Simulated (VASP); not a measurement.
# NbCu (Fm-3m) in VASP: a series of runs, part 2 of 2

VASP 6.6.1. Earlier steps stand in the parts before.

### 3 Single point, PBE-based screened hybrid

This run uses another cell than the first one, of 16.50 Å³/atom, 0.981 times its volume.

POSCAR reads:

```
NbCu
1.0
    0.0000000000      2.5459906761      2.5459906761
    2.5459906761      0.0000000000      2.5459906761
    2.5459906761      2.5459906761      0.0000000000
Nb Cu
1 1
Direct
    0.0000000000      0.0000000000      0.0000000000
    0.5000000000      0.5000000000      0.5000000000
```

INCAR.step1 reads:

```
SYSTEM = NbCu
PREC = Accurate
ENCUT = 520
EDIFF = 1E-5
ISMEAR = -1
SIGMA = 0.05
LREAL = .False.
LASPH = .True.
NELM = 80
ALGO = Normal
ISIF = 2
LWAVE = .True.
GGA = PE
NBANDS = 19
```

INCAR.step2 reads:

```
SYSTEM = NbCu
PREC = Accurate
ENCUT = 520
EDIFF = 1E-6
ISMEAR = -1
SIGMA = 0.05
LREAL = .False.
LASPH = .True.
NELM = 80
ALGO = Normal
ISIF = 2
LWAVE = .False.
LCHARG = .True.
GGA = PE
LHFCALC = .True.
AEXX = 0.25
HFSCREEN = 0.3
PRECFOCK = Normal
LELF = .True.
LVHAR = .True.
ISTART = 1
NBANDS = 19
```

KPOINTS reads:

```
Automatic mesh
0
Gamma
  5 5 5
  0 0 0
```

Potentials or basis: VASP PAW PBE potentials, release 64 (Nb_sv, Cu).

On the command line:

```console
$ cat potpaw_PBE.64/Nb_sv/POTCAR potpaw_PBE.64/Cu/POTCAR > POTCAR
$ cp INCAR.step1 INCAR
$ mpirun -np 1 vasp_std > vasp.out
$ cp INCAR.step2 INCAR
$ mpirun -np 1 vasp_std > vasp.out
```

OUTCAR:

```text
SYSTEM = NbCu
   PREC = Accurate
   ENCUT = 520
   EDIFF = 1E-6
   ISMEAR = -1
   LREAL = .False.
   LASPH = .True.
   NELM = 80
   ISIF = 2
   GGA = PE
   LHFCALC = .True.
   AEXX = 0.25
   HFSCREEN = 0.3
   PRECFOCK = Normal
   ISTART = 1

 ion  position               nearest neighbor table
   1  0.000  0.000  0.000-   2 2.55   2 2.55   2 2.55   2 2.55   2 2.55   2 2.55
   2  0.500  0.500  0.500-   1 2.55   1 2.55   1 2.55   1 2.55   1 2.55   1 2.55

  LATTYP: Found a face centered cubic cell.
 ALAT       =     5.0919813522

  Lattice vectors:

 A1 = (   0.0000000000,   2.5459906761,   2.5459906761)
 A2 = (   2.5459906761,   0.0000000000,   2.5459906761)
 A3 = (   2.5459906761,   2.5459906761,   0.0000000000)

Analysis of symmetry for initial positions (statically):
=====================================================================
 Subroutine PRICEL returns:
 Original cell was already a primitive cell.

 Routine SETGRP: Setting up the symmetry group for a
 face centered cubic supercell.

 Subroutine GETGRP returns: Found 48 space group operations
 (whereof 48 operations were pure point group operations)
 out of a pool of 48 trial point group operations.

The static configuration has the point symmetry O_h .

Analysis of symmetry for dynamics (positions and initial velocities):
=====================================================================
 Subroutine PRICEL returns:
 Original cell was already a primitive cell.

 Routine SETGRP: Setting up the symmetry group for a
 face centered cubic supercell.

 Subroutine GETGRP returns: Found 48 space group operations
 (whereof 48 operations were pure point group operations)
 out of a pool of 48 trial point group operations.

The dynamic configuration has the point symmetry O_h .

 Subroutine INISYM returns: Found 48 space group operations
[... 103 lines left out ...]
  volume/ion in A,a.u.               =      16.50       111.37
  Fermi-wavevector in a.u.,A,eV,Ry     =   1.472126  2.781916 29.485950  2.167156
  Thomas-Fermi vector in A             =   2.587179
   LORBIT       =      0    0 simple, 1 ext, 2 COOP (PROOUT), +10 PAW based schemes
   GGA     = PE    functional components
   LHFCALC =     T    Hartree Fock is set to
   PRECFOCK=normal    Normal, Fast or Accurate (Low or Medium for compatibility)
   ENCUT4O =  -1.0   cutoff for four orbital integrals eV
   NKREDX  =     1    reduce k-point grid by
   NKREDY  =     1    reduce k-point grid by
   NKREDZ  =     1    reduce k-point grid by
   AEXX    =    0.2500 exact exchange contribution
   HFSCREEN=    0.3000 screening length (either q_TF or 0.3 A-1)
   HFSCREENC=   0.3000 screening length for correlation (either q_TF or 0.3 A-1)
   ENCUTFOCK=  -1.0 apply spherical cutoff to Coloumb kernel
   IVDW    =     0    specifies the selected vdW correction
   LEPSILON=     F    determine dielectric tensor
   LRPA    =     F    only Hartree local field effects (RPA)
 non-spin polarized calculation
  energy-cutoff  :      520.00
  volume of cell :       33.01
 maximum number of plane-waves:       899
  NGX = 24; NGY = 24; NGZ = 24

 number of electron      23.9999996 magnetization

 Free energy of the ion-electron system (eV)
  ---------------------------------------------------
  ext. energy  EPLUGINS =         0.00000000
  ---------------------------------------------------
  free energy    TOTEN  =       -13.35373409 eV

  energy without entropy =      -13.33615183  energy(sigma->0) =      -13.34494296

 E-fermi :   8.4278     XC(G=0):  -9.9876

 val. band max:        8.4266856065   @ k =  -0.2000   0.2000   0.0000
 cond. band min:       8.5450958724   @ k =   0.2000   0.2000   0.0000
 fundamental gap:      0.1184102659
 Fermi energy:         8.4278013733

 k-point     1 :       0.0000    0.0000    0.0000
  band No.  band energies     occupation
      1     -50.4591      2.00000
      2     -24.9586      2.00000
      3     -24.9586      2.00000
      4     -24.9586      2.00000
      5       0.5741      2.00000
      6       3.1490      2.00000
[... 197 lines left out ...]
      6       3.5599      2.00000
[... 11 lines left out ...]
     18      17.2919      0.00000
     19      23.3176      0.00000

------------------------ aborting loop because EDIFF is reached ----------------------------------------

  FORCE on cell =-STRESS in cart. coord.  units (eV):
  Direction    XX          YY          ZZ          XY          YZ          ZX
  --------------------------------------------------------------------------------------
  -------------------------------------------------------------------------------------
  Total       -0.0211469     -0.0211469     -0.0211469     -0.0000000     -0.0000000      0.0000000
  in kB       -1.0264944     -1.0264944     -1.0264944     -0.0000000     -0.0000000      0.0000000
  external PRESSURE =      -1.0264944 kB  Pullay stress =       0.0000000 kB

 VOLUME and BASIS-vectors are now :
 -----------------------------------------------------------------------------
  energy-cutoff  :      520.00
  volume of cell :       33.01
      direct lattice vectors                 reciprocal lattice vectors
     0.000000000  2.545990676  2.545990676    -0.196387208  0.196387208  0.196387208
     2.545990676  0.000000000  2.545990676     0.196387208 -0.196387208  0.196387208
     2.545990676  2.545990676  0.000000000     0.196387208  0.196387208 -0.196387208

 POSITION                                       TOTAL-FORCE (eV/Angst)
 -----------------------------------------------------------------------------------
      0.00000      0.00000      0.00000        -0.000000      0.000000     -0.000000
      2.54599      2.54599      2.54599         0.000000     -0.000000      0.000000
 -----------------------------------------------------------------------------------
    total drift:                                0.000003      0.000001     -0.000001

  FREE ENERGIE OF THE ION-ELECTRON SYSTEM (eV)
  ---------------------------------------------------
  free  energy   TOTEN  =       -13.3537340927 eV

  energy  without entropy=      -13.3361518304  energy(sigma->0) =      -13.34494296
```

Wall time 18 min (1 thread of Intel Xeon Platinum 8559C (Emerald Rapids), shared host); peak memory 0.28 GiB.

Results:

* Free energy: -13.3537 eV
* Pressure: -0.1 GPa
* Band gap on the k mesh: zero (band 12 reaches 9.78 eV, above the bottom of band 13 at 7.80 eV)

Levels at points of the mesh, in eV from the Fermi level:
```tsv
k point	band 8	band 9	band 10	band 11	band 12	band 13	band 14	band 15	band 16	band 17
(0.00, 0.00, 0.00)	-5.04	-5.04	-5.04	1.36	1.36	1.36	2.80	2.80	9.88	9.88
```

Caveat: the k points lie up to 0.43 Å⁻¹ apart; the PAW data sets were made with another functional, which shifts forces and pressure a little.

### 4 Single point, PBE-based screened hybrid

POSCAR reads:

```
NbCu
1.0
    0.0000000000      2.5622100000      2.5622100000
    2.5622100000      0.0000000000      2.5622100000
    2.5622100000      2.5622100000      0.0000000000
Nb Cu
1 1
Direct
    0.0000000000      0.0000000000      0.0000000000
    0.5000000000      0.5000000000      0.5000000000
```

INCAR.step1 reads:

```
SYSTEM = NbCu
  ALGO = Normal
  EDIFF = 1E-5
  ENCUT = 520
  GGA = PE
  ISIF = 2
  ISMEAR = -1
  LASPH = .TRUE.
  LCHARG = .FALSE.
  LREAL = .FALSE.
  LWAVE = .TRUE.
  NBANDS = 19
  NELM = 100
  PREC = Accurate
  SIGMA = 0.05
```

INCAR.step2 reads:

```
SYSTEM = NbCu
  AEXX = 0.25
  ALGO = Normal
  EDIFF = 1E-6
  ENCUT = 520
  GGA = PE
  HFSCREEN = 0.3
  ISIF = 2
  ISMEAR = -1
  ISTART = 1
  LASPH = .TRUE.
  LCHARG = .FALSE.
  LHFCALC = .TRUE.
  LREAL = .FALSE.
  LWAVE = .FALSE.
  NBANDS = 19
  NELM = 100
  PREC = Accurate
  PRECFOCK = Normal
  SIGMA = 0.05
```

KPOINTS reads:

```
k-points
0
G
  5 5 5
  0 0 0
```

On the command line:

```console
$ cat potpaw_PBE.64/Nb_sv/POTCAR potpaw_PBE.64/Cu/POTCAR > POTCAR
$ cp INCAR.step1 INCAR
$ mpirun -np 1 vasp_std > vasp.out
$ cp INCAR.step2 INCAR
$ mpirun -np 1 vasp_std > vasp.out
```

It took 18 min on 1 thread of Intel Xeon Platinum 8559C (Emerald Rapids), shared host; peak memory 0.27 GiB.

The run converged. Its results:

* Free energy: -13.3482 eV
* Pressure: -2.8 GPa
* Band gap on the k mesh: zero (band 12 reaches 9.52 eV, above the bottom of band 13 at 7.59 eV)

Levels at points of the mesh, in eV from the Fermi level:
| k point | band 10 | band 11 | band 12 | band 13 | band 14 | band 15 |
| --- | --- | --- | --- | --- | --- | --- |
| (0.00, 0.00, 0.00) | -4.95 | 1.33 | 1.33 | 1.33 | 2.72 | 2.72 |

Caveat: the k points lie up to 0.42 Å⁻¹ apart; the PAW data sets were made with another functional, which shifts forces and pressure a little.

### 5 The runs side by side

| task | level | cell | k mesh | cutoff (eV) | grid for exact exchange (PRECFOCK) | share of exact exchange | screening parameter | gap on the mesh (eV) | pressure (GPa) |
| --- | --- | --- | --- | --- | --- | --- | --- | --- | --- |
| relaxation of cell and atoms | PBEsol | relaxed to 30 GPa from a = 3.624 Å, angles 60.0°, 2 atoms | 9 × 9 × 9 | 600 | - | - | - | none | 30.1 |
| single point | PBE-based screened hybrid | a = 3.601 Å, angles 60.0°, 2 atoms | 5 × 5 × 5 | 520 | Normal | 0.25 | 0.3 1/Å | none | -0.1 |
| single point | PBE-based screened hybrid | a = 3.624 Å, angles 60.0°, 2 atoms | 5 × 5 × 5 | 520 | Normal | 0.25 | 0.3 1/Å | none | -2.8 |

Alike in all rows: potentials or basis VASP PAW PBE potentials, release 64 (Nb_sv, Cu); no spin polarisation; smearing fermi-dirac 0.05 eV.

Caveats: some runs use coarse meshes; the PAW data sets were made with another functional, which shifts forces and pressure a little; the cell is relaxed towards a set pressure, so the enthalpy falls and the energy may rise (some runs); the volume moved by over 15 % at a fixed basis, so the end points are rough (some runs).

Total energies depend on the potentials used, so only differences within one code and one set of settings carry meaning.
